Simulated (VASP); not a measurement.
# Li (Im-3m) in VASP: a series of runs

The runs below take Li through single point, with r2SCAN.

Everything below comes from runs of VASP 6.6.1. Logs are shortened: lines on timing, memory, paths and dates and some standing lists are left out, and cuts for length are marked.

### 1 The cell of the first run

It takes space group Im-3m (No. 229, cubic). Conventional cell: a = 3.341 Å, b = 3.341 Å, c = 3.341 Å, α = 90.00°, β = 90.00°, γ = 90.00°. Within 3.8 Å of Li (site symmetry m-3m) lie 14 Li at 2.89 to 3.34 Å.

### 2 Single point, r2SCAN

The input, POSCAR:

```
Li
1.0
   -1.6704420919      1.6704420919      1.6704420919
    1.6704420919     -1.6704420919      1.6704420919
    1.6704420919      1.6704420919     -1.6704420919
Li
1
Direct
    0.0000000000      0.0000000000      0.0000000000
```

The input, INCAR.step1:

```
SYSTEM = Li
PREC = Accurate
ENCUT = 520
ISMEAR = -1
SIGMA = 0.1
LREAL = .False.
LASPH = .True.
NELM = 100
NBANDS = 8
GGA = PE
ALGO = Normal
EDIFF = 1E-4
LWAVE = .True.
LCHARG = .False.
```

The input, INCAR.step2:

```
SYSTEM = Li
PREC = Accurate
ENCUT = 520
EDIFF = 1E-7
ISMEAR = -1
SIGMA = 0.1
LREAL = .False.
LASPH = .True.
NELM = 100
ALGO = Normal
ISIF = 2
LWAVE = .False.
LCHARG = .False.
METAGGA = R2SCAN
LMIXTAU = .True.
NBANDS = 8
ISTART = 1
```

The input, KPOINTS:

```
Automatic mesh
0
Gamma
  14 14 14
  0 0 0
```

Potentials or basis: VASP PAW PBE potentials, release 64 (Li_sv).

Command:

```sh
cat potpaw_PBE.64/Li_sv/POTCAR > POTCAR
cp INCAR.step1 INCAR
mpirun -np 1 vasp_std > vasp.out
cp INCAR.step2 INCAR
mpirun -np 1 vasp_std > vasp.out
```

OUTCAR:

```text
SYSTEM = Li
   PREC = Accurate
   ENCUT = 520
   EDIFF = 1E-7
   ISMEAR = -1
   LREAL = .False.
   LASPH = .True.
   NELM = 100
   ISIF = 2
   METAGGA = R2SCAN
   ISTART = 1

 ion  position               nearest neighbor table
   1  0.000  0.000  0.000-

  LATTYP: Found a body centered cubic cell.
 ALAT       =     3.3408841838

  Lattice vectors:

 A1 = (  -1.6704420919,   1.6704420919,   1.6704420919)
 A2 = (   1.6704420919,  -1.6704420919,   1.6704420919)
 A3 = (   1.6704420919,   1.6704420919,  -1.6704420919)

Analysis of symmetry for initial positions (statically):
=====================================================================
 Subroutine PRICEL returns:
 Original cell was already a primitive cell.

 Routine SETGRP: Setting up the symmetry group for a
 body centered cubic supercell.

 Subroutine GETGRP returns: Found 48 space group operations
 (whereof 48 operations were pure point group operations)
 out of a pool of 48 trial point group operations.

The static configuration has the point symmetry O_h .

Analysis of symmetry for dynamics (positions and initial velocities):
=====================================================================
 Subroutine PRICEL returns:
 Original cell was already a primitive cell.

 Routine SETGRP: Setting up the symmetry group for a
 body centered cubic supercell.

 Subroutine GETGRP returns: Found 48 space group operations
 (whereof 48 operations were pure point group operations)
 out of a pool of 48 trial point group operations.

The dynamic configuration has the point symmetry O_h .

 Subroutine INISYM returns: Found 48 space group operations
 (whereof 48 operations are pure point group operations),
 and found     1 'primitive' translations

----------------------------------------------------------------------------------------

                                     Primitive cell

  volume of cell :      18.6447

  direct lattice vectors                    reciprocal lattice vectors
    -1.670442092  1.670442092  1.670442092     0.000000000  0.299321959  0.299321959
     1.670442092 -1.670442092  1.670442092     0.299321959  0.000000000  0.299321959
     1.670442092  1.670442092 -1.670442092     0.299321959  0.299321959  0.000000000

  length of vectors
     2.893290574  2.893290574  2.893290574     0.423305174  0.423305174  0.423305174

  position of ions in fractional coordinates (direct lattice)
     0.000000000  0.000000000  0.000000000

  ion indices of the primitive-cell ions
[... 75 lines left out ...]
   LREAL  =      F    real-space projection
   EDIFFG = 0.1E-05   stopping-criterion for IOM
   NSW    =      0    number of steps for IOM
   IBRION =     -1    ionic relax: 0-MD 1-quasi-New 2-CG
   NFREE  =      0    steps in history (QN), initial steepest desc. (CG)
   ISIF   =      2    stress and relaxation
   ISYM   =      2    0-nonsym 1-usesym 2-fastsym
   POTIM  = 0.5000    time-step for ionic-motion
   TEBEG  =    0.0;   TEEND  =   0.0 temperature during run
   PSTRESS=    0.0 pullay stress
   NELECT =       3.0000    total number of electrons
   NUPDOWN=      -1.0000    fix difference up-down
   EMIN   =  10.00;   EMAX   =-10.00  energy-range for DOS
   EFERMI =   0.00;   METHOD = LEGACY
   ISMEAR =    -1;   SIGMA  =   0.10  broadening in eV -4-tet -1-fermi 0-gaus
   EFERMI_NEDOS =   21; number of points for ismear=-14 and -15
   IALGO  =     38    algorithm
   IMIX   =      4    mixing-type and parameters
     AMIX     =   0.40;   BMIX     =  1.00
     AMIX_MAG =   1.60;   BMIX_MAG =  1.00
  volume/ion in A,a.u.               =      18.64       125.82
  Fermi-wavevector in a.u.,A,eV,Ry     =   0.890425  1.682659 10.787461  0.792856
  Thomas-Fermi vector in A             =   2.012114
   LORBIT       =      0    0 simple, 1 ext, 2 COOP (PROOUT), +10 PAW based schemes
   METAGGA = R2SCAN    functional components
   LHFCALC =     F    Hartree Fock is set to
   AEXX    =    0.0000 exact exchange contribution
   IVDW    =     0    specifies the selected vdW correction
   LEPSILON=     F    determine dielectric tensor
   LRPA    =     F    only Hartree local field effects (RPA)
 non-spin polarized calculation
  energy-cutoff  :      520.00
  volume of cell :       18.64
 maximum number of plane-waves:       531
 NGX is ok and might be reduce to    24
   NGX = 11   NGY = 11   NGZ = 11

 number of electron       3.0000005 magnetization

 Free energy of the ion-electron system (eV)
  ---------------------------------------------------
  ext. energy  EPLUGINS =         0.00000000
  ---------------------------------------------------
  free energy    TOTEN  =        -2.37588113 eV

  energy without entropy =       -2.36043720  energy(sigma->0) =       -2.36815916

 E-fermi :   0.8653     XC(G=0):  -7.6713

 val. band max:        0.8623962448   @ k =   0.2857   0.2143   0.0000
 cond. band min:       0.9008381354   @ k =  -0.3571   0.4286   0.1429
 fundamental gap:      0.0384418907
 Fermi energy:         0.8652725795

 k-point     1 :       0.0000    0.0000    0.0000
  band No.  band energies     occupation
      1     -47.0595      2.00000
      2      -3.1107      2.00000
      3      18.1667      0.00000
      4      18.1678      0.00000
      5      18.1678      0.00000
      6      22.5247      0.00000
      7      22.5247      0.00000
      8      22.5249      0.00000
[... 243 lines left out ...]
 k-point    24 :       0.3571    0.2857   -0.0000
  band No.  band energies     occupation
      1     -47.0276      2.00000
      2       2.8783      0.00000
      3       4.0985      0.00000
      4       8.1838      0.00000
      5      13.2762      0.00000
      6      21.8629      0.00000
      7      23.3783      0.00000
      8      23.5570      0.00000

 [... further k-points ...]

------------------------ aborting loop because EDIFF is reached ----------------------------------------

  FORCE on cell =-STRESS in cart. coord.  units (eV):
  Direction    XX          YY          ZZ          XY          YZ          ZX
  --------------------------------------------------------------------------------------
  -------------------------------------------------------------------------------------
  Total        0.1791849      0.1791849      0.1791849     -0.0000000      0.0000000     -0.0000000
  in kB       15.3977687     15.3977687     15.3977687     -0.0000000      0.0000000     -0.0000000
  external PRESSURE =      15.3977687 kB  Pullay stress =       0.0000000 kB

 VOLUME and BASIS-vectors are now :
 -----------------------------------------------------------------------------
  energy-cutoff  :      520.00
  volume of cell :       18.64
      direct lattice vectors                 reciprocal lattice vectors
    -1.670442092  1.670442092  1.670442092     0.000000000  0.299321959  0.299321959
     1.670442092 -1.670442092  1.670442092     0.299321959  0.000000000  0.299321959
     1.670442092  1.670442092 -1.670442092     0.299321959  0.299321959  0.000000000

 POSITION                                       TOTAL-FORCE (eV/Angst)
 -----------------------------------------------------------------------------------
      0.00000      0.00000      0.00000         0.000000     -0.000000     -0.000000
 -----------------------------------------------------------------------------------
    total drift:                                0.000000      0.000000     -0.000000

  FREE ENERGIE OF THE ION-ELECTRON SYSTEM (eV)
  ---------------------------------------------------
  free  energy   TOTEN  =        -2.3758811288 eV

  energy  without entropy=       -2.3604371968  energy(sigma->0) =       -2.36815916
```

OSZICAR.step1:

```text
N       E                     dE             d eps       ncg     rms          rms(c)
DAV:   1    -0.860413600238E-01   -0.86041E-01   -0.72821E+02  1680   0.265E+02
DAV:   2    -0.188854963422E+01   -0.18025E+01   -0.17254E+01  2504   0.339E+01
DAV:   3    -0.190614437336E+01   -0.17595E-01   -0.17581E-01  1816   0.287E+00
DAV:   4    -0.190642659008E+01   -0.28222E-03   -0.28221E-03  2584   0.270E-01
DAV:   5    -0.190642722518E+01   -0.63509E-06   -0.63517E-06  1800   0.116E-02    0.184E-01
DAV:   6    -0.190548623235E+01    0.94099E-03   -0.35363E-04  2576   0.651E-02    0.110E-01
DAV:   7    -0.190516848815E+01    0.31774E-03   -0.84785E-04  2504   0.111E-01    0.301E-02
DAV:   8    -0.190516301412E+01    0.54740E-05   -0.44932E-06   848   0.179E-02
   1 F= -.19051630E+01 E0= -.18968583E+01  d E =-.166094E-01
```

It took 71 s on 1 thread of Intel Xeon 8259CL, shared host; peak memory 0.14 GiB.

Results:

```yaml
Free_energy: -2.3759 eV
Band_gap_on_the_k_mesh: zero (an odd number of electrons rules out a gap without spin polarisation)
```

Levels at points of the mesh, in eV from the Fermi level:
```
           k point  band 1  band 2  band 3  band 4  band 5  band 6
(0.00, 0.00, 0.00)  -47.92   -3.98   17.30   17.30   17.30   21.66
(0.50, 0.00, 0.00)  -47.90    0.27    3.81   12.16   13.76   15.21
(0.50, 0.50, 0.50)  -47.88    6.42    6.42    6.42    8.61    8.61
```

Caveat: the cutoff is under 1.25 times the usual one of these potentials, so pressure, stress and relaxed cells hold a basis-set (Pulay) error; the PAW data sets were made with another functional, which shifts forces and pressure a little.

### 3 Single point, r2SCAN

POSCAR is that of step 2.

The input, INCAR.step1:

```
ALGO     = Normal         # electronic algorithm
EDIFF    = 1E-4           # SCF threshold, eV
ENCUT    = 520            # plane-wave cutoff, eV
GGA      = PE             # functional
ISMEAR   = -1             # smearing method
LASPH    = True           # aspherical terms in the spheres
LCHARG   = False          # write CHGCAR
LREAL    = False          # projectors in reciprocal space
LWAVE    = True           # write WAVECAR
NBANDS   = 8              # bands
NELM     = 60             # most SCF steps
PREC     = Accurate       # precision mode
SIGMA    = 0.1            # smearing width, eV
```

The input, INCAR.step2:

```
ALGO     = Normal         # electronic algorithm
EDIFF    = 1E-6           # SCF threshold, eV
ENCUT    = 520            # plane-wave cutoff, eV
ISIF     = 2              # what is computed and relaxed
ISMEAR   = -1             # smearing method
ISTART   = 1            
LASPH    = True           # aspherical terms in the spheres
LCHARG   = False          # write CHGCAR
LMIXTAU  = True         
LREAL    = False          # projectors in reciprocal space
LWAVE    = False          # write WAVECAR
METAGGA  = R2SCAN         # meta-GGA
NBANDS   = 8              # bands
NELM     = 60             # most SCF steps
PREC     = Accurate       # precision mode
SIGMA    = 0.1            # smearing width, eV
```

The input, KPOINTS:

```
k-points
0
Gamma
  14 14 14
```

Potentials or basis: VASP PAW PBE potentials, release 64 (Li_sv).

Command:

```sh
cat potpaw_PBE.64/Li_sv/POTCAR > POTCAR
cp INCAR.step1 INCAR
mpirun -np 1 vasp_std > vasp.out
cp INCAR.step2 INCAR
mpirun -np 1 vasp_std > vasp.out
```

Run time: 64 s. Hardware: 1 thread of Intel Xeon 8259CL, shared host; peak memory 0.14 GiB.

The run converged. Its results:

- Free energy: -2.3759 eV
- Band gap on the k mesh: zero (an odd number of electrons rules out a gap without spin polarisation)

Levels at points of the mesh, in eV from the Fermi level:
```tsv
k point	band 1	band 2	band 3	band 4
(0.00, 0.00, 0.00)	-47.92	-3.98	17.30	17.30
(0.50, 0.00, 0.00)	-47.90	0.27	3.81	12.16
(0.50, 0.50, 0.50)	-47.88	6.42	6.42	6.42
```

Caveat: the cutoff is under 1.25 times the usual one of these potentials, so pressure, stress and relaxed cells hold a basis-set (Pulay) error; the PAW data sets were made with another functional, which shifts forces and pressure a little.

### 4 Single point, r2SCAN

This run uses another cell than the first one, of 19.25 Å³/atom.

The input, POSCAR:

```
Li
1.0
   -1.6884052121      1.6884052121      1.6884052121
    1.6884052121     -1.6884052121      1.6884052121
    1.6884052121      1.6884052121     -1.6884052121
Li
1
Direct
    0.0000000000      0.0000000000      0.0000000000
```

The input, INCAR.step1:

```
SYSTEM = Li
PREC     = Accurate       ! precision mode
ENCUT    = 520            ! plane-wave cutoff, eV
ISMEAR   = -1             ! smearing method
SIGMA    = 0.1            ! smearing width, eV
LREAL    = .False.        ! projectors in reciprocal space
LASPH    = .True.         ! aspherical terms in the spheres
NELM     = 60             ! most SCF steps
NBANDS   = 8              ! bands
GGA      = PE             ! functional
ALGO     = Normal         ! electronic algorithm
EDIFF    = 1E-4           ! SCF threshold, eV
LWAVE    = .True.         ! write WAVECAR
LCHARG   = .False.        ! write CHGCAR
```

The input, INCAR.step2:

```
SYSTEM = Li
PREC     = Accurate       ! precision mode
ENCUT    = 520            ! plane-wave cutoff, eV
EDIFF    = 1E-7           ! SCF threshold, eV
ISMEAR   = -1             ! smearing method
SIGMA    = 0.1            ! smearing width, eV
LREAL    = .False.        ! projectors in reciprocal space
LASPH    = .True.         ! aspherical terms in the spheres
NELM     = 60             ! most SCF steps
ALGO     = Normal         ! electronic algorithm
ISIF     = 2              ! what is computed and relaxed
LWAVE    = .False.        ! write WAVECAR
LCHARG   = .False.        ! write CHGCAR
METAGGA  = R2SCAN         ! meta-GGA
LMIXTAU  = .True.       
NBANDS   = 8              ! bands
ISTART   = 1
```

The input, KPOINTS:

```
regular mesh
0
Gamma
  14 14 14
  0 0 0
```

Potentials or basis: VASP PAW PBE potentials, release 64 (Li_sv).

Command:

```sh
cat potpaw_PBE.64/Li_sv/POTCAR > POTCAR
cp INCAR.step1 INCAR
mpirun -np 1 vasp_std > vasp.out
cp INCAR.step2 INCAR
mpirun -np 1 vasp_std > vasp.out
```

OUTCAR:

```text
SYSTEM = Li
   PREC = Accurate
   ENCUT = 520
   EDIFF = 1E-7
   ISMEAR = -1
   LREAL = .False.
   LASPH = .True.
   NELM = 60
   ISIF = 2
   METAGGA = R2SCAN
   ISTART = 1

 ion  position               nearest neighbor table
   1  0.000  0.000  0.000-

  LATTYP: Found a body centered cubic cell.
 ALAT       =     3.3768104242

  Lattice vectors:

 A1 = (  -1.6884052121,   1.6884052121,   1.6884052121)
 A2 = (   1.6884052121,  -1.6884052121,   1.6884052121)
[... 442 lines left out ...]
      7      22.8322      0.00000
      8      22.9525      0.00000

 [... further k-points ...]

------------------------ aborting loop because EDIFF is reached ----------------------------------------

  FORCE on cell =-STRESS in cart. coord.  units (eV):
  Direction    XX          YY          ZZ          XY          YZ          ZX
  --------------------------------------------------------------------------------------
  -------------------------------------------------------------------------------------
  Total        0.0937949      0.0937949      0.0937949     -0.0000000     -0.0000000      0.0000000
  in kB        7.8054816      7.8054816      7.8054816     -0.0000000     -0.0000000      0.0000000
  external PRESSURE =       7.8054816 kB  Pullay stress =       0.0000000 kB

 VOLUME and BASIS-vectors are now :
 -----------------------------------------------------------------------------
  energy-cutoff  :      520.00
  volume of cell :       19.25
      direct lattice vectors                 reciprocal lattice vectors
    -1.688405212  1.688405212  1.688405212     0.000000000  0.296137442  0.296137442
     1.688405212 -1.688405212  1.688405212     0.296137442  0.000000000  0.296137442
     1.688405212  1.688405212 -1.688405212     0.296137442  0.296137442  0.000000000

 POSITION                                       TOTAL-FORCE (eV/Angst)
 -----------------------------------------------------------------------------------
      0.00000      0.00000      0.00000         0.000000      0.000000     -0.000000
 -----------------------------------------------------------------------------------
    total drift:                                0.000000      0.000000     -0.000000

  FREE ENERGIE OF THE ION-ELECTRON SYSTEM (eV)
  ---------------------------------------------------
  free  energy   TOTEN  =        -2.3814511221 eV

  energy  without entropy=       -2.3659832752  energy(sigma->0) =       -2.37371720
```

OUTCAR.step1:

```text
SYSTEM = Li
   PREC = Accurate
   ENCUT = 520
   ISMEAR = -1
   LREAL = .False.
   LASPH = .True.
[... 481 lines left out ...]
 -----------------------------------------------------------------------------------
      0.00000      0.00000      0.00000         0.000000     -0.000000      0.000000
 -----------------------------------------------------------------------------------
    total drift:                                0.000000      0.000000     -0.000000

  FREE ENERGIE OF THE ION-ELECTRON SYSTEM (eV)
  ---------------------------------------------------
  free  energy   TOTEN  =        -1.9094002440 eV

  energy  without entropy=       -1.8927377194  energy(sigma->0) =       -1.90106898
```

OSZICAR.step1:

```text
N       E                     dE             d eps       ncg     rms          rms(c)
DAV:   1    -0.239021079946E+00   -0.23902E+00   -0.69821E+02  1704   0.261E+02
DAV:   2    -0.189540616406E+01   -0.16564E+01   -0.16146E+01  2512   0.341E+01
DAV:   3    -0.191065094567E+01   -0.15245E-01   -0.15242E-01  1920   0.266E+00
DAV:   4    -0.191082633780E+01   -0.17539E-03   -0.17539E-03  2520   0.234E-01
DAV:   5    -0.191082708282E+01   -0.74501E-06   -0.74498E-06  1840   0.957E-03    0.191E-01
DAV:   6    -0.190980703398E+01    0.10200E-02   -0.32970E-04  2592   0.645E-02    0.111E-01
DAV:   7    -0.190940392260E+01    0.40311E-03   -0.78498E-04  2512   0.108E-01    0.294E-02
DAV:   8    -0.190940024398E+01    0.36786E-05   -0.47950E-06   880   0.180E-02
   1 F= -.19094002E+01 E0= -.19010690E+01  d E =-.166625E-01
```

It took 86 s on 1 thread of Intel Xeon 8259CL, shared host; peak memory 0.14 GiB.

What came out:

```
Free energy            : -2.3815 eV
Band gap on the k mesh : zero (an odd number of electrons rules out a gap without spin polarisation)
```

Levels at points of the mesh, in eV from the Fermi level:
| k point | band 1 | band 2 | band 3 | band 4 | band 5 |
| --- | --- | --- | --- | --- | --- |
| (0.00, 0.00, 0.00) | -47.97 | -3.93 | 16.92 | 16.92 | 16.92 |
| (0.50, 0.00, 0.00) | -47.94 | 0.28 | 3.69 | 11.90 | 13.47 |
| (0.50, 0.50, 0.50) | -47.93 | 6.29 | 6.29 | 6.29 | 8.46 |

Caveat: the cutoff is under 1.25 times the usual one of these potentials, so pressure, stress and relaxed cells hold a basis-set (Pulay) error; the PAW data sets were made with another functional, which shifts forces and pressure a little.

The gap in the log of VASP goes by the Fermi energy; the results here count the filled bands.